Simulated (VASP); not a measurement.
Input of a VASP 6.6.1 run:

The input INCAR:

```
ALGO = Normal
EDIFF = 1E-7
ENCUT = 520
GGA = PS
ISIF = 2
ISMEAR = 0
IVDW = 12
LASPH = True
LCHARG = False
LREAL = False
LWAVE = False
NBANDS = 30
NELM = 80
PREC = Accurate
SIGMA = 0.15
```

Contents of KPOINTS:

```
k-points
0
Gamma
  10 10 10
```

Contents of POSCAR:

```
In3Se
1.0
    4.4641254374      0.0000000000      0.0000000000
    0.0000000000      4.4641254374      0.0000000000
    0.0000000000      0.0000000000      4.5543007713
In Se
3 1
Direct
    0.0000000000      0.5000000000      0.5000000000
    0.5000000000      0.0000000000      0.5000000000
    0.5000000000      0.5000000000      0.0000000000
    0.0000000000      0.0000000000      0.0000000000
```

Potentials or basis: VASP PAW PBE potentials, release 64 (In_d, Se).

Command:

```sh
$ cat potpaw_PBE.64/In_d/POTCAR potpaw_PBE.64/Se/POTCAR > POTCAR
$ mpirun -np 1 vasp_std > vasp.out
```

Question: What does it give for the pressure?

Answer: 3.6 GPa.

Question: What does it give for the dispersion energy per atom?

Answer: -0.394 eV.

Stress tensor (GPa, compression positive):
```
3.66 0.00 0.00
0.00 3.66 0.00
0.00 0.00 3.55
```

Caveat: the cell stands under pressure; the PAW data sets were made with another functional, which shifts forces and pressure a little.
